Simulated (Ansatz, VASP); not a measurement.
## Pd: VASP beside Ansatz

```
Pd
1.0
     0.24403    2.07425    2.07425
     2.07425    0.24403    2.07425
     2.07425    2.07425    0.24403
Pd
1
Cartesian
  0.0000 0.0000 0.0000
```

Alike in both runs: task single point; functional PBE; k mesh 24 × 24 × 24; occupations gaussian, width 0.15 eV; no spin polarisation.

|  | VASP | Ansatz |
| --- | --- | --- |
| version | VASP 6.6.1 | Ansatz 0.2.0 |
| potentials or method | VASP PAW PBE potentials, release 64 (Pd), cutoff 520 eV | scalar-relativistic, plane waves, PAW |
| valence electrons in the cell | 10 | 18 |

Ansatz gave:

* gap on the k mesh at the Fermi level (eV): none
* pressure (GPa): 15.7
* traceless stress, the component that is largest in VASP (GPa): -12.50

**Question.** Which values does VASP return?

**Answer.** gap on the k mesh at the Fermi level (eV): none; pressure (GPa): 15.4; traceless stress, the component that is largest in VASP (GPa): -12.37.

A gap of «none» marks a metal or a gap that the smearing closes. With one functional, cell and mesh, what is left measures potentials, basis and numerics. VASP's potentials hold 10 valence electrons a cell and Ansatz's 18, so a difference there can come from the potentials and not from the codes.
